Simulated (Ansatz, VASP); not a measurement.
**One calculation of Eu, two programs**

INCAR

```
  PREC = Accurate
  ENCUT = 520
  EDIFF = 1E-7
  ISMEAR = -1
  SIGMA = 0.05
  LREAL = F
  LASPH = T
  NELM = 150
  ALGO = Normal
  ISIF = 2
  LWAVE = F
  LCHARG = F
  MAGMOM = 0 0 7.2
  LORBIT = 11
  LSORBIT = T
  GGA_COMPAT = F
  LORBMOM = T
  LMAXMIX = 6
  GGA = PE
  NBANDS = 28
```

Contents of KPOINTS:

```
regular mesh
0
Gamma
  7 7 7
```

POSCAR

```
Eu
1.0
    0.0000000000      2.7893026914      2.7893026914
    2.7893026914      0.0000000000      2.7893026914
    2.7893026914      2.7893026914      0.0000000000
Eu
1
Direct
    0.0000000000      0.0000000000      0.0000000000
```

Input for Ansatz:

```yaml
crystal:
  lattice:
    - [0.0, 2.7893026914, 2.7893026914]
    - [2.7893026914, 0.0, 2.7893026914]
    - [2.7893026914, 2.7893026914, 0.0]
  atoms:
    - { symbol: Eu, position: [0.0, 0.0, 0.0], spin: 7.2, spin_axis: [0.0, 0.0, 1.0] }
magnetization:
  noncollinear: true
  spin_orbit: true
kpoints:
  mp_grid: { grid: [7, 7, 7] }
scf:
  occupations: { method: fermi_dirac, width: 0.05 }
  convergence: { dr2_threshold: 1.0e-09 }
  max_iter: 120
hamiltonian:
  xc: pbe
  pseudopotentials: { kind: paw_fr }
output:
  eigenvalues: false
  hubbard: { sites: [{ species: Eu, l: f }] }
```

Alike in both runs: task single point; functional PBE; k mesh 7 × 7 × 7; occupations fermi-dirac, width 0.05 eV; non-collinear spin, spin-orbit coupling.

|  | VASP | Ansatz |
| --- | --- | --- |
| version | VASP 6.6.1 | Ansatz 0.2.0 |
| potentials or method | VASP PAW PBE potentials, release 64 (Eu) | PAW with Ansatz's default frozen-core files, fully relativistic files with spin-orbit coupling |
| plane-wave cutoff (eV) | 520 | 420 |
| valence electrons in the cell | 17 | 17 |

```csv
,VASP,Ansatz,Ansatz less VASP
net moment per atom (μB),7.50,7.50,+0.002
```
